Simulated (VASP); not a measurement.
A run of VASP 6.6.1 is set up as follows.

INCAR

```
SYSTEM = PbO
  PREC = Accurate
  ENCUT = 520
  EDIFF = 1E-7
  ISMEAR = 0
  SIGMA = 0.01
  LREAL = .False.
  LASPH = .True.
  NELM = 60
  ALGO = Normal
  ISIF = 2
  LWAVE = .False.
  LCHARG = .False.
  GGA = PE
  NBANDS = 28
```

File KPOINTS:

```
Automatic mesh
0
Gamma
  6 6 4
  0 0 0
```

Contents of POSCAR:

```
PbO
1.0
    4.2603255280      0.0000000001      0.0000000000
   -2.1301627640      3.6895501356      0.0000000000
    0.0000000000      0.0000000000      5.2767566649
Pb O
2 2
Direct
    0.3333333333      0.6666666667      0.2500000000
    0.6666666667      0.3333333333      0.7500000000
    0.6666666667      0.3333333333      0.2500000000
    0.3333333333      0.6666666667      0.7500000000
```

Potentials or basis: VASP PAW PBE potentials, release 64 (Pb_d, O).

Command:

```bash
$ cat potpaw_PBE.64/Pb_d/POTCAR potpaw_PBE.64/O/POTCAR > POTCAR
$ mpirun -np 1 vasp_std > vasp.out
```

Task: Predict the band gap on the k mesh.

Result: 1.28 eV.

Task: Predict the pressure.

Result: 2.4 GPa.

Stress tensor (GPa, compression positive):
```
2.32 0.00 0.00
0.00 2.32 0.00
0.00 0.00 2.46
```

Caveat: spin-orbit coupling is left out, which moves the levels of the heavy elements. A k mesh can miss the band edges.
